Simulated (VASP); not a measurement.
# Hf5C3 (P-3m1) in VASP: single point with PBE

Aim: the single point of Hf5C3 with PBE.

All numbers are computed with VASP 6.6.1; they aren't measurements. Logs are shortened: lines on timing, memory, paths and dates and some standing lists are left out, and cuts for length are marked.

### 1 The cell of the first run

The structure is trigonal, space group P-3m1 (No. 164). The conventional cell has a = 5.934 Å, b = 5.934 Å, c = 6.055 Å, α = 90.00°, β = 90.00°, γ = 120.00°. Within 2.8 Å of Hf (site symmetry 2/m) lie 2 C at 2.14 Å. Hf (site symmetry 3m) has 1 C at 2.02 Å within 2.7 Å. Within 2.7 Å of C (site symmetry 3m) lie 4 Hf at 2.02 to 2.14 Å. Within 4.5 Å of C (site symmetry -3m) lie 18 Hf at 3.44 to 4.24 Å and 6 C at 3.84 Å.

The cell was generated, and may not be a known phase.

### 2 Single point, PBE

File INCAR:

```
ALGO     = Normal         # electronic algorithm
EDIFF    = 1E-6           # SCF threshold, eV
ENCUT    = 520            # plane-wave cutoff, eV
GGA      = PE             # functional
ISIF     = 2              # what is computed and relaxed
ISMEAR   = 0              # smearing method
LASPH    = True           # aspherical terms in the spheres
LCHARG   = True           # write CHGCAR
LELF     = True           # ELF
LREAL    = False          # projectors in reciprocal space
LVHAR    = True         
LWAVE    = False          # write WAVECAR
NBANDS   = 41             # bands
NELM     = 80             # most SCF steps
PREC     = Accurate       # precision mode
SIGMA    = 0.2            # smearing width, eV
```

File KPOINTS:

```
k-points
0
Gamma
  4 4 3
```

File POSCAR:

```
Hf5C3
1.0
    5.9335769945     -0.0000000031      0.0000000000
   -2.9667884945      5.1386284141      0.0000000000
    0.0000000000      0.0000000000      6.0546227285
Hf C
5 3
Direct
    0.5000000000      0.0000000000      0.5000000000
    0.0000000000      0.5000000000      0.5000000000
    0.5000000000      0.5000000000      0.5000000000
    0.3333333333      0.6666666667     -0.0464535126
    0.6666666667      0.3333333333      1.0464535126
    0.3333333333      0.6666666667      0.2872738089
    0.6666666667      0.3333333333      0.7127261911
    0.0000000000      0.0000000000      0.0000000000
```

Potentials or basis: VASP PAW PBE potentials, release 64 (Hf_pv, C).

On the command line:

```sh
> cat potpaw_PBE.64/Hf_pv/POTCAR potpaw_PBE.64/C/POTCAR > POTCAR
> mpirun -np 1 vasp_std > vasp.out
```

OUTCAR:

```text
EDIFF = 1E-6
   ENCUT = 520
   GGA = PE
   ISIF = 2
   ISMEAR = 0
   LASPH = True
   LREAL = False
   NELM = 80
   PREC = Accurate

 ion  position               nearest neighbor table
   1  0.500  0.000  0.500-   6 2.14   7 2.14   3 2.97   3 2.97   2 2.97   2 2.97   4 3.24   5 3.24
                             5 3.73   4 3.73
   2  0.000  0.500  0.500-   6 2.14   7 2.14   3 2.97   3 2.97   1 2.97   1 2.97   4 3.24   5 3.24
                             5 3.73   4 3.73
   3  0.500  0.500  0.500-   6 2.14   7 2.14   1 2.97   1 2.97   2 2.97   2 2.97   4 3.24   5 3.24
                             5 3.73   4 3.73
   4  0.333  0.667  0.954-   6 2.02   1 3.24   2 3.24   3 3.24   5 3.47   5 3.47   5 3.47   1 3.73
                             2 3.73   3 3.73
   5  0.667  0.333  0.046-   7 2.02   1 3.24   2 3.24   3 3.24   4 3.47   4 3.47   4 3.47   1 3.73
                             2 3.73   3 3.73
   6  0.333  0.667  0.287-   4 2.02   1 2.14   2 2.14   3 2.14
   7  0.667  0.333  0.713-   5 2.02   1 2.14   2 2.14   3 2.14
   8  0.000  0.000  0.000-

  LATTYP: Found a hexagonal cell.
 ALAT       =     5.9335769945
 C/A-ratio  =     1.0204001286

  Lattice vectors:

 A1 = (   5.9335769945,  -0.0000000031,   0.0000000000)
 A2 = (  -2.9667884945,   5.1386284141,   0.0000000000)
 A3 = (   0.0000000000,   0.0000000000,   6.0546227285)

Analysis of symmetry for initial positions (statically):
=====================================================================
 Subroutine PRICEL returns:
 Original cell was already a primitive cell.

 Routine SETGRP: Setting up the symmetry group for a
 hexagonal supercell.

 Subroutine GETGRP returns: Found 12 space group operations
 (whereof 12 operations were pure point group operations)
 out of a pool of 24 trial point group operations.

The static configuration has the point symmetry D_3d.

Analysis of symmetry for dynamics (positions and initial velocities):
=====================================================================
 Subroutine PRICEL returns:
 Original cell was already a primitive cell.

 Routine SETGRP: Setting up the symmetry group for a
 hexagonal supercell.

 Subroutine GETGRP returns: Found 12 space group operations
 (whereof 12 operations were pure point group operations)
 out of a pool of 24 trial point group operations.

The dynamic configuration has the point symmetry D_3d.

 Subroutine INISYM returns: Found 12 space group operations
 (whereof 12 operations are pure point group operations),
 and found     1 'primitive' translations

----------------------------------------------------------------------------------------

                                     Primitive cell

  volume of cell :     184.6082

  direct lattice vectors                    reciprocal lattice vectors
     5.933576995 -0.000000003  0.000000000     0.168532405  0.097302229  0.000000000
    -2.966788494  5.138628414  0.000000000     0.000000000  0.194604459  0.000000000
     0.000000000  0.000000000  6.054622729     0.000000000  0.000000000  0.165163057

  length of vectors
     5.933576995  5.933576994  6.054622729     0.194604459  0.194604459  0.165163057

  position of ions in fractional coordinates (direct lattice)
     0.500000000  1.000000000  0.500000000
     0.000000000  0.500000000  0.500000000
     0.500000000  0.500000000  0.500000000
     0.333333333  0.666666667  0.953546487
     0.666666667  0.333333333  0.046453513
     0.333333333  0.666666667  0.287273809
     0.666666667  0.333333333  0.712726191
     0.000000000  0.000000000  0.000000000

  ion indices of the primitive-cell ions
   primitive index   ion index
                 1           1
                 2           2
                 3           3
                 4           4
                 5           5
                 6           6
                 7           7
                 8           8

----------------------------------------------------------------------------------------

 KPOINTS: k-points

Automatic generation of k-mesh.
 Grid dimensions read from file:
 generate k-points for:    4    4    3

 Generating k-lattice:

  Cartesian coordinates                     Fractional coordinates (reciprocal lattice)
     0.042133101  0.024325557  0.000000000     0.250000000  0.000000000  0.000000000
     0.000000000  0.048651115  0.000000000    -0.000000000  0.250000000  0.000000000
     0.000000000  0.000000000  0.055054352     0.000000000  0.000000000  0.333333333

  Length of vectors
     0.048651115  0.048651115  0.055054352

  Shift w.r.t. Gamma in fractional coordinates (k-lattice)
     0.000000000  0.000000000  0.000000000

 Subroutine IBZKPT returns following result:
 ===========================================

 Found      9 irreducible k-points:

 Following reciprocal coordinates:
            Coordinates               Weight
  0.000000  0.000000  0.000000      1.000000
  0.250000  0.000000  0.000000      6.000000
  0.500000  0.000000  0.000000      3.000000
  0.250000  0.250000  0.000000      6.000000
  0.000000  0.000000  0.333333      2.000000
  0.250000  0.000000  0.333333      6.000000
  0.000000  0.250000  0.333333      6.000000
  0.500000  0.000000  0.333333      6.000000
  0.250000  0.250000  0.333333     12.000000
   k-points           NKPTS =      9   k-points in BZ     NKDIM =      9   number of bands    NBANDS=     41
   number of dos      NEDOS =    301   number of ions     NIONS =      8
   total plane-waves  NPLWV = 110592
   dimension x,y,z NGX =    48 NGY =   48 NGZ =   48
   dimension x,y,z NGXF=    96 NGYF=   96 NGZF=   96
   ions per type =               5   3
   NGX,Y,Z   is equivalent  to a cutoff of  13.45, 13.45, 13.18 a.u.
   NGXF,Y,Z  is equivalent  to a cutoff of  26.90, 26.90, 26.36 a.u.
 SYSTEM =  unknown system
   PREC   = accura    normal or accurate (medium, high low for compatibility)
   ISTART =      0    job   : 0-new  1-cont  2-samecut
   ICHARG =      2    charge: 1-file 2-atom 10-const
   ISPIN  =      1    spin polarized calculation?
   LNONCOLLINEAR =      F non collinear calculations
   LSORBIT =      F    spin-orbit coupling
   LASPH  =      T    aspherical Exc in radial PAW
   ENCUT  =  520.0 eV  38.22 Ry    6.18 a.u.  11.03 11.03 11.26*2*pi/ulx,y,z
   NELM   =     80;   NELMIN=  2; NELMDL= -5     # of ELM steps
   EDIFF  = 0.1E-05   stopping-criterion for ELM
   LREAL  =      F    real-space projection
   EDIFFG = 0.1E-04   stopping-criterion for IOM
   NSW    =      0    number of steps for IOM
   IBRION =     -1    ionic relax: 0-MD 1-quasi-New 2-CG
   NFREE  =      0    steps in history (QN), initial steepest desc. (CG)
   ISIF   =      2    stress and relaxation
   ISYM   =      2    0-nonsym 1-usesym 2-fastsym
   POTIM  = 0.5000    time-step for ionic-motion
   TEBEG  =    0.0;   TEEND  =   0.0 temperature during run
   PSTRESS=    0.0 pullay stress
   NELECT =      62.0000    total number of electrons
   NUPDOWN=      -1.0000    fix difference up-down
   EMIN   =  10.00;   EMAX   =-10.00  energy-range for DOS
   EFERMI =   0.00;   METHOD = LEGACY
   ISMEAR =     0;   SIGMA  =   0.20  broadening in eV -4-tet -1-fermi 0-gaus
   EFERMI_NEDOS =   21; number of points for ismear=-14 and -15
   IALGO  =     38    algorithm
   IMIX   =      4    mixing-type and parameters
     AMIX     =   0.40;   BMIX     =  1.00
     AMIX_MAG =   1.60;   BMIX_MAG =  1.00
  volume/ion in A,a.u.               =      23.08       155.72
  Fermi-wavevector in a.u.,A,eV,Ry     =   1.137946  2.150407 17.618480  1.294922
  Thomas-Fermi vector in A             =   2.274651
   LORBIT       =      0    0 simple, 1 ext, 2 COOP (PROOUT), +10 PAW based schemes
   GGA     = PE    functional components
   LHFCALC =     F    Hartree Fock is set to
   AEXX    =    0.0000 exact exchange contribution
   IVDW    =     0    specifies the selected vdW correction
   LEPSILON=     F    determine dielectric tensor
   LRPA    =     F    only Hartree local field effects (RPA)
 non-spin polarized calculation
 Gauss-broadening in eV      SIGMA  =   0.20
  energy-cutoff  :      520.00
  volume of cell :      184.61
 maximum number of plane-waves:      4984
 NGX is ok and might be reduce to    48
   NGX = 23   NGY = 23   NGZ = 23

 number of electron      61.9999994 magnetization

 Free energy of the ion-electron system (eV)
  ---------------------------------------------------
  ext. energy  EPLUGINS =         0.00000000
  ---------------------------------------------------
  free energy    TOTEN  =       -65.61194747 eV

  energy without entropy =      -65.41277112  energy(sigma->0) =      -65.51235929

 E-fermi :   2.4152     XC(G=0):  -9.6722

 val. band max:        2.4139004115   @ k =   0.2500   0.0000   0.0000
 cond. band min:       2.4350103204   @ k =   0.2500   0.2500   0.0000
 fundamental gap:      0.0211099089
 Fermi energy:         2.4152120902

 k-point     1 :       0.0000    0.0000    0.0000
  band No.  band energies     occupation
      1     -28.8381      2.00000
      2     -28.8381      2.00000
      3     -28.7400      2.00000
      4     -28.7400      2.00000
      5     -28.6862      2.00000
      6     -28.5996      2.00000
[... 33 lines left out ...]
     40       5.2298      0.00000
     41       5.2299      0.00000

 k-point     2 :       0.2500    0.0000    0.0000
  band No.  band energies     occupation
      1     -28.8419      2.00000
      2     -28.8292      2.00000
      3     -28.7520      2.00000
      4     -28.7358      2.00000
      5     -28.6712      2.00000
      6     -28.6078      2.00000
[... 297 lines left out ...]
     40       4.8912      0.00000
     41       5.0483      0.00000

 k-point     9 :       0.2500    0.2500    0.3333
  band No.  band energies     occupation
      1     -28.8532      2.00000
      2     -28.8119      2.00000
      3     -28.7723      2.00000
      4     -28.7269      2.00000
      5     -28.6388      2.00000
      6     -28.6259      2.00000
[... 33 lines left out ...]
     40       4.6363      0.00000
     41       4.8072      0.00000

------------------------ aborting loop because EDIFF is reached ----------------------------------------

  FORCE on cell =-STRESS in cart. coord.  units (eV):
  Direction    XX          YY          ZZ          XY          YZ          ZX
  --------------------------------------------------------------------------------------
  -------------------------------------------------------------------------------------
  Total        0.2284960      0.2284960      0.4068857      0.0000000      0.0000000     -0.0000000
  in kB        1.9830710      1.9830710      3.5312800      0.0000000      0.0000000     -0.0000000
  external PRESSURE =       2.4991407 kB  Pullay stress =       0.0000000 kB

 VOLUME and BASIS-vectors are now :
 -----------------------------------------------------------------------------
  energy-cutoff  :      520.00
  volume of cell :      184.61
      direct lattice vectors                 reciprocal lattice vectors
     5.933576995 -0.000000003  0.000000000     0.168532405  0.097302229  0.000000000
    -2.966788494  5.138628414  0.000000000     0.000000000  0.194604459  0.000000000
     0.000000000  0.000000000  6.054622729     0.000000000  0.000000000  0.165163057

 POSITION                                       TOTAL-FORCE (eV/Angst)
 -----------------------------------------------------------------------------------
      2.96679     -0.00000      3.02731         0.000000      0.000000     -0.000000
     -1.48339      2.56931      3.02731         0.000000      0.000000     -0.000000
      1.48339      2.56931      3.02731         0.000000      0.000000     -0.000000
      0.00000      3.42575      5.77336         0.000000     -0.000000      0.075558
      2.96679      1.71288      0.28126        -0.000000     -0.000000     -0.075558
      0.00000      3.42575      1.73933        -0.000000     -0.000000      0.021733
      2.96679      1.71288      4.31529        -0.000000     -0.000000     -0.021733
      0.00000      0.00000      0.00000         0.000000      0.000000     -0.000000
 -----------------------------------------------------------------------------------
    total drift:                               -0.000000      0.000000     -0.000000

  FREE ENERGIE OF THE ION-ELECTRON SYSTEM (eV)
  ---------------------------------------------------
  free  energy   TOTEN  =       -65.6119474714 eV

  energy  without entropy=      -65.4127711158  energy(sigma->0) =      -65.51235929
```

It took 2.6 min on 1 thread of Intel Xeon 8259CL, shared host; peak memory 0.33 GiB.

What came out:

```yaml
Free_energy: -65.6119 eV
Pressure: 0.2 GPa
Largest_force: 0.076 eV/Å
Band_gap_on_the_k_mesh: zero (bands 31 and 32 overlap by 0.75 eV)
```

Forces in eV/Å, atoms in the order of the input:
```
Hf   0.000  0.000  0.000
Hf   0.000  0.000  0.000
Hf   0.000  0.000  0.000
Hf   0.000  0.000  0.076
Hf   0.000  0.000 -0.076
C    0.000  0.000  0.022
C    0.000  0.000 -0.022
C    0.000  0.000  0.000
```

Caveat: spin-orbit coupling is left out, which moves the levels of the heavy elements.

The gap in the log of VASP goes by the Fermi energy; the results here count the filled bands.